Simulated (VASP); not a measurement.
# W (I4/mmm) in VASP: further runs

Runs on W. Level: PBEsol. Tasks: single point.

Program: VASP 6.6.1. These are calculated values, not measurements. Logs are shortened: lines on timing, memory, paths and dates and some standing lists are left out, and cuts for length are marked.

## 1. The cell of the first run

The structure is tetragonal, space group I4/mmm (No. 139). Conventional cell: a = 2.914 Å, b = 2.914 Å, c = 3.999 Å, α = 90.00°, β = 90.00°, γ = 90.00°. Within 3.8 Å of W (site symmetry 4/mmm) lie 12 W at 2.87 to 2.91 Å.

## 2. Single point, PBEsol (strain +0.015 along x and y, -0.015 along z)

INCAR reads:

```
SYSTEM = W
PREC     = Accurate       ! precision mode
ENCUT    = 520            ! plane-wave cutoff, eV
EDIFF    = 1E-7           ! SCF threshold, eV
ISMEAR   = 0              ! smearing method
SIGMA    = 0.15           ! smearing width, eV
LREAL    = .False.        ! projectors in reciprocal space
LASPH    = .True.         ! aspherical terms in the spheres
NELM     = 60             ! most SCF steps
ALGO     = Fast           ! electronic algorithm
ISIF     = 2              ! what is computed and relaxed
LWAVE    = .False.        ! write WAVECAR
LCHARG   = .False.        ! write CHGCAR
GGA      = PS             ! functional
NBANDS   = 13             ! bands
```

KPOINTS reads:

```
regular mesh
0
Gamma
  20 20 20
  0 0 0
```

POSCAR reads:

```
W
1.0
    0.0000000000      2.0604500000      1.9995500000
    2.0604500000      0.0000000000      1.9995500000
    2.0604500000      2.0604500000      0.0000000000
W
1
Direct
    0.0000000000      0.0000000000      0.0000000000
```

Potentials or basis: VASP PAW PBE potentials, release 64 (W_sv).

The run is started by

```
$ cat potpaw_PBE.64/W_sv/POTCAR > POTCAR
$ mpirun -np 1 vasp_std > vasp.out
```

OUTCAR:

```text
SYSTEM = W
   PREC = Accurate
   ENCUT = 520
   EDIFF = 1E-7
   ISMEAR = 0
   LREAL = .False.
   LASPH = .True.
   NELM = 60
   ISIF = 2
   GGA = PS

 ion  position               nearest neighbor table
   1  0.000  0.000  0.000-

  LATTYP: Found a body centered tetragonal cell.
 ALAT       =     2.9139163346
 C/A-ratio  =     1.3724141467

  Lattice vectors:

 A1 = (   0.0000000000,  -2.0604500000,  -1.9995500000)
 A2 = (   0.0000000000,   2.0604500000,  -1.9995500000)
 A3 = (   2.0604500000,   0.0000000000,   1.9995500000)

Analysis of symmetry for initial positions (statically):
=====================================================================
 Subroutine PRICEL returns:
 Original cell was already a primitive cell.

 Routine SETGRP: Setting up the symmetry group for a
 body centered tetragonal supercell.

 Subroutine GETGRP returns: Found 16 space group operations
 (whereof 16 operations were pure point group operations)
 out of a pool of 16 trial point group operations.

The static configuration has the point symmetry D_4h.

Analysis of symmetry for dynamics (positions and initial velocities):
=====================================================================
 Subroutine PRICEL returns:
 Original cell was already a primitive cell.

 Routine SETGRP: Setting up the symmetry group for a
 body centered tetragonal supercell.

 Subroutine GETGRP returns: Found 16 space group operations
 (whereof 16 operations were pure point group operations)
 out of a pool of 16 trial point group operations.

The dynamic configuration has the point symmetry D_4h.

 Subroutine INISYM returns: Found 16 space group operations
 (whereof 16 operations are pure point group operations),
 and found     1 'primitive' translations

----------------------------------------------------------------------------------------

                                     Primitive cell

  volume of cell :      16.9780

  direct lattice vectors                    reciprocal lattice vectors
     0.000000000  2.060450000  1.999550000    -0.242665437  0.242665437  0.250056263
     2.060450000  0.000000000  1.999550000     0.242665437 -0.242665437  0.250056263
     2.060450000  2.060450000  0.000000000     0.242665437  0.242665437 -0.250056263

  length of vectors
     2.871176484  2.871176484  2.913916335     0.424618845  0.424618845  0.424618845

  position of ions in fractional coordinates (direct lattice)
     0.000000000  0.000000000  0.000000000

  ion indices of the primitive-cell ions
   primitive index   ion index
                 1           1

----------------------------------------------------------------------------------------

 KPOINTS: regular mesh

Automatic generation of k-mesh.
 Grid dimensions read from file:
 generate k-points for:   20   20   20

 Generating k-lattice:

  Cartesian coordinates                     Fractional coordinates (reciprocal lattice)
    -0.012133272  0.012133272  0.012502813     0.050000000  0.000000000  0.000000000
     0.012133272 -0.012133272  0.012502813     0.000000000  0.050000000  0.000000000
     0.012133272  0.012133272 -0.012502813     0.000000000  0.000000000  0.050000000

  Length of vectors
     0.021230942  0.021230942  0.021230942

  Shift w.r.t. Gamma in fractional coordinates (k-lattice)
     0.000000000  0.000000000  0.000000000

 Subroutine IBZKPT returns following result:
 ===========================================

 Found    641 irreducible k-points:

 Following reciprocal coordinates:
            Coordinates               Weight
  0.000000  0.000000  0.000000      1.000000
  0.050000  0.000000  0.000000      8.000000
  0.100000  0.000000  0.000000      8.000000
  0.150000 -0.000000  0.000000      8.000000
  0.200000  0.000000  0.000000      8.000000
  0.250000  0.000000  0.000000      8.000000
[... 16 lines left out ...]
 -0.400000  0.050000  0.000000      8.000000
 -0.350000  0.050000  0.000000      8.000000
 [... further k-points ...]
   k-points           NKPTS =    641   k-points in BZ     NKDIM =    641   number of bands    NBANDS=     13
   number of dos      NEDOS =    301   number of ions     NIONS =      1
   total plane-waves  NPLWV =  13824
   dimension x,y,z NGX =    24 NGY =   24 NGZ =   24
   dimension x,y,z NGXF=    48 NGYF=   48 NGZF=   48
   ions per type =               1
   NGX,Y,Z   is equivalent  to a cutoff of  13.90, 13.90, 13.69 a.u.
   NGXF,Y,Z  is equivalent  to a cutoff of  27.79, 27.79, 27.39 a.u.
 SYSTEM =  W
   PREC   = accura    normal or accurate (medium, high low for compatibility)
   ISTART =      0    job   : 0-new  1-cont  2-samecut
   ICHARG =      2    charge: 1-file 2-atom 10-const
   ISPIN  =      1    spin polarized calculation?
   LNONCOLLINEAR =      F non collinear calculations
   LSORBIT =      F    spin-orbit coupling
   LASPH  =      T    aspherical Exc in radial PAW
   ENCUT  =  520.0 eV  38.22 Ry    6.18 a.u.   5.34  5.34  5.42*2*pi/ulx,y,z
   NELM   =     60;   NELMIN=  2; NELMDL= -5     # of ELM steps
   EDIFF  = 0.1E-06   stopping-criterion for ELM
   LREAL  =      F    real-space projection
   EDIFFG = 0.1E-05   stopping-criterion for IOM
   NSW    =      0    number of steps for IOM
   IBRION =     -1    ionic relax: 0-MD 1-quasi-New 2-CG
   NFREE  =      0    steps in history (QN), initial steepest desc. (CG)
   ISIF   =      2    stress and relaxation
   ISYM   =      2    0-nonsym 1-usesym 2-fastsym
   POTIM  = 0.5000    time-step for ionic-motion
   TEBEG  =    0.0;   TEEND  =   0.0 temperature during run
   PSTRESS=    0.0 pullay stress
   NELECT =      14.0000    total number of electrons
   NUPDOWN=      -1.0000    fix difference up-down
   EMIN   =  10.00;   EMAX   =-10.00  energy-range for DOS
   EFERMI =   0.00;   METHOD = LEGACY
   ISMEAR =     0;   SIGMA  =   0.15  broadening in eV -4-tet -1-fermi 0-gaus
   EFERMI_NEDOS =   21; number of points for ismear=-14 and -15
   IALGO  =     68    algorithm
   IMIX   =      4    mixing-type and parameters
     AMIX     =   0.40;   BMIX     =  1.00
     AMIX_MAG =   1.60;   BMIX_MAG =  1.00
  volume/ion in A,a.u.               =      16.98       114.57
  Fermi-wavevector in a.u.,A,eV,Ry     =   1.535166  2.901043 32.065325  2.356735
  Thomas-Fermi vector in A             =   2.641992
   LORBIT       =      0    0 simple, 1 ext, 2 COOP (PROOUT), +10 PAW based schemes
   GGA     = PS    functional components
   LHFCALC =     F    Hartree Fock is set to
   AEXX    =    0.0000 exact exchange contribution
   IVDW    =     0    specifies the selected vdW correction
   LEPSILON=     F    determine dielectric tensor
   LRPA    =     F    only Hartree local field effects (RPA)
 non-spin polarized calculation
 RMM-DIIS sequential band-by-band and
 Gauss-broadening in eV      SIGMA  =   0.15
  energy-cutoff  :      520.00
  volume of cell :       16.98
 maximum number of plane-waves:       479
 NGX is ok and might be reduce to    24
   NGX = 11   NGY = 11   NGZ = 11

 number of electron      14.0000001 magnetization

 Free energy of the ion-electron system (eV)
  ---------------------------------------------------
  ext. energy  EPLUGINS =         0.00000000
  ---------------------------------------------------
  free energy    TOTEN  =       -13.27642194 eV

  energy without entropy =      -13.26212058  energy(sigma->0) =      -13.26927126

 E-fermi :   9.8837     XC(G=0): -13.3683

 val. band max:        9.8837173930   @ k =   0.4000   0.0500   0.1000
 cond. band min:       9.8842348854   @ k =   0.2000   0.0500   0.1500
 fundamental gap:      0.0005174924
 Fermi energy:         9.8837405036

 k-point     1 :       0.0000    0.0000    0.0000
  band No.  band energies     occupation
      1     -63.8458      2.00000
      2     -27.5182      2.00000
      3     -27.5182      2.00000
      4     -27.4969      2.00000
      5       1.0336      2.00000
      6       9.2187      2.00000
      7       9.2187      2.00000
      8       9.5902      1.99435
      9      12.0215      0.00000
     10      12.5621      0.00000
     11      22.6579      0.00000
     12      27.3446      0.00000
     13      27.3446      0.00000

 k-point     2 :       0.0500    0.0000    0.0000
  band No.  band energies     occupation
      1     -63.8436      2.00000
      2     -27.5405      2.00000
      3     -27.5222      2.00000
      4     -27.5044      2.00000
      5       1.1398      2.00000
      6       9.1773      2.00000
      7       9.2682      2.00000
      8       9.5992      1.99270
      9      11.9828      0.00000
     10      12.5106      0.00000
     11      22.8716      0.00000
     12      27.0357      0.00000
     13      27.5393      0.00000

 k-point     3 :       0.1000    0.0000    0.0000
  band No.  band energies     occupation
      1     -63.8371      2.00000
      2     -27.6155      2.00000
      3     -27.5338      2.00000
      4     -27.5149      2.00000
      5       1.4497      2.00000
      6       9.0073      2.00000
      7       9.3988      2.00000
      8       9.6860      1.93772
      9      11.8954      0.00000
     10      12.3823      0.00000
     11      23.4615      0.00000
     12      26.1311      0.00000
     13      28.1082      0.00000
[... 305 lines left out ...]
 k-point    23 :      -0.4000    0.0500    0.0000
  band No.  band energies     occupation
      1     -63.7597      2.00000
      2     -28.4620      2.00000
      3     -27.6654      2.00000
      4     -27.6398      2.00000
      5       4.4721      2.00000
      6       9.0775      2.00000
      7       9.2202      2.00000
      8       9.7628      1.74579
      9      14.0605      0.00000
     10      14.5407      0.00000
     11      20.3413      0.00000
     12      23.0986      0.00000
     13      28.7038      0.00000

 k-point    24 :      -0.3500    0.0500    0.0000
  band No.  band energies     occupation
      1     -63.7688      2.00000
      2     -28.3659      2.00000
      3     -27.6461      2.00000
      4     -27.6316      2.00000
      5       4.3248      2.00000
      6       8.9734      2.00000
      7       9.2191      2.00000
      8       9.5138      1.99951
      9      13.3861      0.00000
     10      14.1053      0.00000
     11      21.1463      0.00000
     12      24.1084      0.00000
     13      29.5841      0.00000

 [... further k-points ...]
[... 5 lines left out ...]
  --------------------------------------------------------------------------------------
  -------------------------------------------------------------------------------------
  Total       -1.3257689     -1.3257689     -2.3528339      0.0000000     -0.0000000     -0.0000000
  in kB     -125.1099855   -125.1099855   -222.0319230      0.0000000     -0.0000000     -0.0000000
  external PRESSURE =    -157.4172980 kB  Pullay stress =       0.0000000 kB

 VOLUME and BASIS-vectors are now :
 -----------------------------------------------------------------------------
  energy-cutoff  :      520.00
  volume of cell :       16.98
      direct lattice vectors                 reciprocal lattice vectors
     0.000000000  2.060450000  1.999550000    -0.242665437  0.242665437  0.250056263
     2.060450000  0.000000000  1.999550000     0.242665437 -0.242665437  0.250056263
     2.060450000  2.060450000  0.000000000     0.242665437  0.242665437 -0.250056263

 POSITION                                       TOTAL-FORCE (eV/Angst)
 -----------------------------------------------------------------------------------
      0.00000      0.00000      0.00000         0.000000     -0.000000      0.000000
 -----------------------------------------------------------------------------------
    total drift:                                0.000000      0.000000     -0.000000

  FREE ENERGIE OF THE ION-ELECTRON SYSTEM (eV)
  ---------------------------------------------------
  free  energy   TOTEN  =       -13.2764219386 eV

  energy  without entropy=      -13.2621205769  energy(sigma->0) =      -13.26927126
```

Wall time 1.7 min (1 thread of Intel Xeon Platinum 8259CL at 2.50GHz (Skylake/Cascade Lake), shared host); peak memory 0.25 GiB.

What came out:

```
Free energy            : -13.2764 eV
Pressure               : -15.7 GPa
Band gap on the k mesh : zero (band 7 reaches 13.14 eV, above the bottom of band 8 at 9.39 eV)
```

Stress tensor (GPa, compression positive):
```
-12.51   0.00   0.00
  0.00 -12.51   0.00
  0.00   0.00 -22.20
```

Levels at points of the mesh, in eV from the Fermi level:
```tsv
k point	band 3	band 4	band 5	band 6	band 7	band 8	band 9	band 10	band 11	band 12
(0.00, 0.00, 0.00)	-37.40	-37.38	-8.85	-0.67	-0.67	-0.29	2.14	2.68	12.77	17.46
(0.50, 0.00, 0.00)	-37.56	-37.51	-5.45	-0.98	-0.54	0.54	4.65	4.92	9.76	12.36
(0.50, 0.50, 0.00)	-37.81	-37.81	-5.26	-4.39	3.25	4.72	5.50	5.50	11.12	11.12
(0.50, 0.00, 0.50)	-37.77	-37.73	-5.30	-4.30	2.67	4.73	5.26	5.68	11.37	11.80
```

Caveat: the cell differs from its parent crystal (strain +0.015 along x and y, -0.015 along z); the PAW data sets were made with another functional, which shifts forces and pressure a little; spin-orbit coupling is left out, which moves the levels of the heavy elements.

(Part 1 of 2 ends here.)
